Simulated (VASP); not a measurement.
# FeGe (P2_13) in VASP: a series of runs

FeGe is run at these levels: PBE; tasks: single point.

All numbers are computed with VASP 6.6.1; they aren't measurements. Logs are shortened: lines on timing, memory, paths and dates and some standing lists are left out, and cuts for length are marked.

### Step 1. The cell of the first run

The structure is cubic, space group P2_13 (No. 198). Conventional cell: a = 4.693 Å, b = 4.693 Å, c = 4.693 Å, α = 90.00°, β = 90.00°, γ = 90.00°. Fe (site symmetry 3) has 7 Ge at 2.37 to 2.65 Å and 6 Fe at 2.88 Å within 3.1 Å. Ge (site symmetry 3) has 7 Fe at 2.37 to 2.65 Å and 6 Ge at 2.91 Å within 3.1 Å.

### Step 2. Single point, PBE, collinear spin, ferromagnetic start (12.92 Å³/atom)

File INCAR:

```
  PREC = Accurate
  ENCUT = 520
  EDIFF = 1E-6
  ISMEAR = 0
  SIGMA = 0.05
  LREAL = F
  LASPH = T
  NELM = 150
  ALGO = Fast
  ISIF = 2
  LWAVE = F
  LCHARG = F
  ISPIN = 2
  MAGMOM = 1.27 1.27 1.27 1.27 0 0 0 0
  LORBIT = 11
  LMAXMIX = 4
  GGA = PE
  NBANDS = 58
```

File KPOINTS:

```
Automatic mesh
0
Gamma
  8 8 8
```

File POSCAR:

```
FeGe
1.0
    4.6934958784      0.0000000000      0.0000000000
    0.0000000000      4.6934958784      0.0000000000
    0.0000000000      0.0000000000      4.6934958784
Fe Ge
4 4
Direct
    0.1334126319      0.1334126319      0.1334126319
    0.3665873681      0.8665873681      0.6334126319
    0.6334126319      0.3665873681      0.8665873681
    0.8665873681      0.6334126319      0.3665873681
    0.8412799502      0.8412799502      0.8412799502
    0.6587200498      0.1587200498      0.3412799502
    0.3412799502      0.6587200498      0.1587200498
    0.1587200498      0.3412799502      0.6587200498
```

Potentials or basis: VASP PAW PBE potentials, release 64 (Fe, Ge_d).

Launch:

```bash
cat potpaw_PBE.64/Fe/POTCAR potpaw_PBE.64/Ge_d/POTCAR > POTCAR
mpirun -np 1 vasp_std > vasp.out
```

OUTCAR:

```text
PREC = Accurate
   ENCUT = 520
   EDIFF = 1E-6
   ISMEAR = 0
   LREAL = F
   LASPH = T
   NELM = 150
   ISIF = 2
   ISPIN = 2
   LORBIT = 11
   GGA = PE

 ion  position               nearest neighbor table
   1  0.133  0.133  0.133-   5 2.37   6 2.44   7 2.44   8 2.44   7 2.65   8 2.65   6 2.65   3 2.88
                             4 2.88   2 2.88   2 2.88   4 2.88   3 2.88
   2  0.367  0.867  0.633-   6 2.37   5 2.44   7 2.44   8 2.44   7 2.65   8 2.65   5 2.65   1 2.88
                             1 2.88   3 2.88   3 2.88   4 2.88   4 2.88
   3  0.633  0.367  0.867-   7 2.37   6 2.44   5 2.44   8 2.44   8 2.65   6 2.65   5 2.65   1 2.88
                             4 2.88   2 2.88   2 2.88   4 2.88   1 2.88
   4  0.867  0.633  0.367-   8 2.37   6 2.44   7 2.44   5 2.44   6 2.65   5 2.65   7 2.65   1 2.88
                             3 2.88   2 2.88   1 2.88   2 2.88   3 2.88
   5  0.841  0.841  0.841-   1 2.37   2 2.44   3 2.44   4 2.44   3 2.65   4 2.65   2 2.65   6 2.91
                             7 2.91   8 2.91   6 2.91   8 2.91   7 2.91
   6  0.659  0.159  0.341-   2 2.37   1 2.44   3 2.44   4 2.44   3 2.65   4 2.65   1 2.65   8 2.91
                             5 2.91   5 2.91   7 2.91   7 2.91   8 2.91
   7  0.341  0.659  0.159-   3 2.37   2 2.44   1 2.44   4 2.44   4 2.65   2 2.65   1 2.65   8 2.91
                             5 2.91   8 2.91   6 2.91   6 2.91   5 2.91
   8  0.159  0.341  0.659-   4 2.37   2 2.44   3 2.44   1 2.44   2 2.65   1 2.65   3 2.65   7 2.91
                             5 2.91   7 2.91   5 2.91   6 2.91   6 2.91

  LATTYP: Found a simple cubic cell.
 ALAT       =     4.6934958784

  Lattice vectors:

 A1 = (   4.6934958784,   0.0000000000,   0.0000000000)
 A2 = (   0.0000000000,   4.6934958784,   0.0000000000)
 A3 = (   0.0000000000,   0.0000000000,   4.6934958784)

Analysis of symmetry for initial positions (statically):
=====================================================================
 Subroutine PRICEL returns:
 Original cell was already a primitive cell.

 Routine SETGRP: Setting up the symmetry group for a
 simple cubic supercell.

 Subroutine GETGRP returns: Found 12 space group operations
 (whereof  3 operations were pure point group operations)
 out of a pool of 48 trial point group operations.

The static configuration has the point symmetry C_3 .
 The point group associated with its full space group is T   .

Analysis of symmetry for dynamics (positions and initial velocities):
=====================================================================
 Subroutine PRICEL returns:
 Original cell was already a primitive cell.

 Routine SETGRP: Setting up the symmetry group for a
 simple cubic supercell.

 Subroutine GETGRP returns: Found 12 space group operations
 (whereof  3 operations were pure point group operations)
 out of a pool of 48 trial point group operations.

The dynamic configuration has the point symmetry C_3 .
 The point group associated with its full space group is T   .
[... 178 lines left out ...]
 cond. band min:       7.9831388843   @ k =   0.3750   0.3750   0.3750
 fundamental gap:      0.0011374514
 Fermi energy:         7.9823936397

 spin component 1

 k-point     1 :       0.0000    0.0000    0.0000
  band No.  band energies     occupation
      1     -16.6842      1.00000
      2     -16.6842      1.00000
      3     -16.6842      1.00000
      4     -16.6480      1.00000
      5     -16.6480      1.00000
      6     -16.6480      1.00000
[... 1405 lines left out ...]
     55      12.8808      0.00000
     56      13.1461      0.00000

 [... further k-points ...]

 spin component 2

 k-point     1 :       0.0000    0.0000    0.0000
  band No.  band energies     occupation
      1     -16.7020      1.00000
      2     -16.7020      1.00000
      3     -16.7020      1.00000
      4     -16.6649      1.00000
      5     -16.6649      1.00000
      6     -16.6649      1.00000
[... 1405 lines left out ...]
     55      13.1130      0.00000
     56      13.3651      0.00000

 [... further k-points ...]

 [bands above 56 left out]

------------------------ aborting loop because EDIFF is reached ----------------------------------------

  FORCE on cell =-STRESS in cart. coord.  units (eV):
  Direction    XX          YY          ZZ          XY          YZ          ZX
  --------------------------------------------------------------------------------------
  -------------------------------------------------------------------------------------
  Total       -1.7372356     -1.7372356     -1.7372356      0.0000000      0.0000000      0.0000000
  in kB      -26.9203060    -26.9203060    -26.9203060      0.0000000      0.0000000      0.0000000
  external PRESSURE =     -26.9203060 kB  Pullay stress =       0.0000000 kB

 VOLUME and BASIS-vectors are now :
 -----------------------------------------------------------------------------
  energy-cutoff  :      520.00
  volume of cell :      103.39
      direct lattice vectors                 reciprocal lattice vectors
     4.693495878  0.000000000  0.000000000     0.213060803  0.000000000  0.000000000
     0.000000000  4.693495878  0.000000000     0.000000000  0.213060803  0.000000000
     0.000000000  0.000000000  4.693495878     0.000000000  0.000000000  0.213060803

 POSITION                                       TOTAL-FORCE (eV/Angst)
 -----------------------------------------------------------------------------------
      0.62617      0.62617      0.62617         0.011654      0.011654      0.011654
      1.72058      4.06732      2.97292        -0.011654     -0.011654      0.011654
      2.97292      1.72058      4.06732         0.011654     -0.011654     -0.011654
      4.06732      2.97292      1.72058        -0.011654      0.011654     -0.011654
      3.94854      3.94854      3.94854        -0.000010     -0.000010     -0.000010
      3.09170      0.74495      1.60180         0.000010      0.000010     -0.000010
      1.60180      3.09170      0.74495        -0.000010      0.000010      0.000010
      0.74495      1.60180      3.09170         0.000010     -0.000010      0.000010
 -----------------------------------------------------------------------------------
    total drift:                               -0.000000      0.000000     -0.000000

  FREE ENERGIE OF THE ION-ELECTRON SYSTEM (eV)
  ---------------------------------------------------
  free  energy   TOTEN  =       -51.8032829635 eV

  energy  without entropy=      -51.7942814123  energy(sigma->0) =      -51.79878219

 total charge

# of ion       s       p       d       tot
------------------------------------------
    1        0.374   0.489   6.450   7.312
    2        0.374   0.489   6.450   7.312
    3        0.374   0.489   6.450   7.312
    4        0.374   0.489   6.450   7.312
    5        1.117   1.227  10.112  12.457
    6        1.117   1.227  10.112  12.457
    7        1.117   1.227  10.112  12.457
    8        1.117   1.227  10.112  12.457
--------------------------------------------------
tot          5.963   6.865  66.248  79.076

 magnetization (x)

# of ion       s       p       d       tot
------------------------------------------
    1       -0.000  -0.005   1.187   1.181
    2       -0.000  -0.005   1.187   1.181
    3       -0.000  -0.005   1.187   1.181
    4       -0.000  -0.005   1.187   1.181
    5       -0.011  -0.064  -0.006  -0.081
    6       -0.011  -0.064  -0.006  -0.081
    7       -0.011  -0.064  -0.006  -0.081
    8       -0.011  -0.064  -0.006  -0.081
--------------------------------------------------
tot         -0.047  -0.278   4.723   4.398
```

OSZICAR:

```text
N       E                     dE             d eps       ncg     rms          rms(c)
DAV:   1     0.977900054417E+03    0.97790E+03   -0.35485E+04 12282   0.401E+03
DAV:   2     0.153825223043E+03   -0.82407E+03   -0.77934E+03 10440   0.932E+02
DAV:   3    -0.397247987239E+02   -0.19355E+03   -0.18242E+03 10440   0.266E+02
DAV:   4    -0.567548232038E+02   -0.17030E+02   -0.16603E+02 12142   0.894E+01
DAV:   5    -0.572232015482E+02   -0.46838E+00   -0.46596E+00 11982   0.164E+01    0.240E+01
RMM:   6    -0.610262600788E+02   -0.38031E+01   -0.71101E+01 13410   0.518E+01    0.294E+01
RMM:   7    -0.518736670476E+02    0.91526E+01   -0.19961E+01 11606   0.315E+01    0.589E+00
RMM:   8    -0.518128561464E+02    0.60811E-01   -0.66634E-01 14663   0.389E+00    0.185E+00
RMM:   9    -0.518058840467E+02    0.69721E-02   -0.22086E-01 15494   0.197E+00    0.973E-01
RMM:  10    -0.518037099504E+02    0.21741E-02   -0.44707E-02 16264   0.104E+00    0.393E-01
RMM:  11    -0.518032200645E+02    0.48989E-03   -0.75961E-03 15795   0.481E-01    0.203E-01
RMM:  12    -0.518032349392E+02   -0.14875E-04   -0.13886E-03 16897   0.233E-01    0.108E-01
RMM:  13    -0.518032875705E+02   -0.52631E-04   -0.30377E-04 17241   0.813E-02    0.351E-02
RMM:  14    -0.518032836922E+02    0.38783E-05   -0.59521E-05 15411   0.569E-02    0.146E-02
RMM:  15    -0.518032824797E+02    0.12125E-05   -0.16072E-05 13362   0.186E-02    0.672E-03
RMM:  16    -0.518032829635E+02   -0.48379E-06   -0.24883E-06  9492   0.103E-02
   1 F= -.51803283E+02 E0= -.51798782E+02  d E =-.900155E-02  mag=     4.2442
```

It took 19 min on 1 thread of Oxide Virtual Turin-like, shared host; peak memory 0.46 GiB.

What came out:

| Property | Result |
| --- | --- |
| Free energy | -51.8033 eV |
| Pressure | -2.7 GPa |
| Largest force | 0.020 eV/Å |
| Net moment | 4.24 μB per cell |
| Site moments | Fe +1.18; Ge -0.08 μB |
| Valence electrons inside the program's atomic spheres | Fe 7.31; Ge 12.46 |

Forces in eV/Å, atoms in the order of the input:
```
Fe   0.012  0.012  0.012
Fe  -0.012 -0.012  0.012
Fe   0.012 -0.012 -0.012
Fe  -0.012  0.012 -0.012
Ge   0.000  0.000  0.000
Ge   0.000  0.000  0.000
Ge   0.000  0.000  0.000
Ge   0.000  0.000  0.000
```

### Step 3. Single point, PBE, collinear spin, ferromagnetic start (12.42 Å³/atom)

This run uses another cell than the first one, of 12.42 Å³/atom.

File INCAR:

```
ALGO     = Fast           # electronic algorithm
EDIFF    = 1E-7           # SCF threshold, eV
ENCUT    = 520            # plane-wave cutoff, eV
GGA      = PE             # functional
ISIF     = 2              # what is computed and relaxed
ISMEAR   = 0              # smearing method
ISPIN    = 2              # spin polarisation
LASPH    = True           # aspherical terms in the spheres
LCHARG   = True           # write CHGCAR
LELF     = True           # ELF
LMAXMIX  = 4              # l up to which the mixer works
LORBIT   = 11             # projections on sites
LREAL    = False          # projectors in reciprocal space
LVHAR    = True         
LWAVE    = False          # write WAVECAR
MAGMOM   = 1.27 1.27 1.27 1.27 0 0 0 0 # initial moments
NBANDS   = 58             # bands
NELM     = 150            # most SCF steps
PREC     = Accurate       # precision mode
SIGMA    = 0.05           # smearing width, eV
```

File KPOINTS:

```
k-points
0
Gamma
  8 8 8
```

File POSCAR:

```
FeGe
1.0
    4.6313230495      0.0000000000      0.0000000000
    0.0000000000      4.6313230495      0.0000000000
    0.0000000000      0.0000000000      4.6313230495
Fe Ge
4 4
Direct
    0.1358929473      0.1358929473      0.1358929473
    0.3641070527      0.8641070527      0.6358929473
    0.6358929473      0.3641070527      0.8641070527
    0.8641070527      0.6358929473      0.3641070527
    0.8420055888      0.8420055888      0.8420055888
    0.6579944112      0.1579944112      0.3420055888
    0.3420055888      0.6579944112      0.1579944112
    0.1579944112      0.3420055888      0.6579944112
```

Potentials or basis: VASP PAW PBE potentials, release 64 (Fe, Ge_d).

Launch:

```bash
cat potpaw_PBE.64/Fe/POTCAR potpaw_PBE.64/Ge_d/POTCAR > POTCAR
mpirun -np 1 vasp_std > vasp.out
```

Wall time 16 min (1 thread of Oxide Virtual Turin-like, shared host); peak memory 0.45 GiB.

It converged, with:

```yaml
Free_energy: -51.7936 eV
Pressure: 3.8 GPa
Largest_force: 0.020 eV/Å
Net_moment: 4.14 μB per cell
Site_moments: Fe +1.14; Ge -0.07 μB
Valence_electrons_inside_the_program's_atomic_spheres: Fe 7.39; Ge 12.51
```

Forces in eV/Å, atoms in the order of the input:
```
Fe   0.011  0.011  0.011
Fe  -0.011 -0.011  0.011
Fe   0.011 -0.011 -0.011
Fe  -0.011  0.011 -0.011
Ge   0.000  0.000  0.000
Ge   0.000  0.000  0.000
Ge   0.000  0.000  0.000
Ge   0.000  0.000  0.000
```

Levels at points of the mesh, in eV from the Fermi level:
Spin up:
| k point | band 43 | band 44 | band 45 | band 46 | band 47 | band 48 | band 49 | band 50 |
| --- | --- | --- | --- | --- | --- | --- | --- | --- |
| (0.00, 0.00, 0.00) | -0.82 | -0.82 | -0.22 | -0.22 | -0.22 | 1.93 | 1.93 | 1.93 |
| (0.50, 0.00, 0.00) | -0.70 | -0.70 | -0.52 | -0.52 | 0.95 | 0.95 | 1.00 | 1.00 |
| (0.50, 0.50, 0.00) | -1.01 | -1.01 | -0.06 | -0.06 | 0.28 | 0.28 | 1.59 | 1.59 |
| (0.50, 0.50, 0.50) | -1.04 | -1.04 | -0.36 | -0.36 | -0.36 | -0.36 | 4.56 | 4.56 |
Spin down:
```
           k point  band 39  band 40  band 41  band 42  band 43  band 44  band 45  band 46
(0.00, 0.00, 0.00)    -1.41     0.15     0.15     0.15     0.28     0.28     1.02     1.02
(0.50, 0.00, 0.00)    -0.65    -0.65     0.02     0.02     0.34     0.34     0.66     0.66
(0.50, 0.50, 0.00)    -0.59    -0.59    -0.57    -0.57     0.05     0.05     0.99     0.99
(0.50, 0.50, 0.50)    -0.27    -0.27    -0.17    -0.17    -0.17    -0.17     0.84     0.84
```

Caveat: the cell stands under pressure.
